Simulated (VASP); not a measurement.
A run of VASP 6.6.1:

File INCAR:

```
SYSTEM = Ir
  ALGO = Fast
  EDIFF = 1E-7
  ENCUT = 520
  GGA = PE
  ISIF = 2
  ISMEAR = 0
  IVDW = 12
  LASPH = .TRUE.
  LCHARG = .FALSE.
  LREAL = .FALSE.
  LWAVE = .FALSE.
  NBANDS = 10
  NELM = 100
  PREC = Accurate
  SIGMA = 0.1
```

File KPOINTS:

```
k-points
0
G
  18 18 18
  0 0 0
```

File POSCAR:

```
Ir
1.0
    0.0000000000      1.9201141667      1.9201141667
    1.9201141667      0.0000000000      1.9201141667
    1.9201141667      1.9201141667      0.0000000000
Ir
1
Direct
    0.0000000000      0.0000000000      0.0000000000
```

Potentials or basis: VASP PAW PBE potentials, release 64 (Ir).

Command:

```bash
$ cat potpaw_PBE.64/Ir/POTCAR > POTCAR
$ mpirun -np 1 vasp_std > vasp.out
```

Hardware: 1 thread of Intel(R) Xeon(R) Platinum 8488C (Sapphire Rapids) (shared host).

Task: Estimate the wall time of this run.

Result: Run time: 19 s on 1 thread of Intel(R) Xeon(R) Platinum 8488C (Sapphire Rapids), on a shared host, peak memory 0.15 GiB. Counts: scf iterations 16, k points 195.
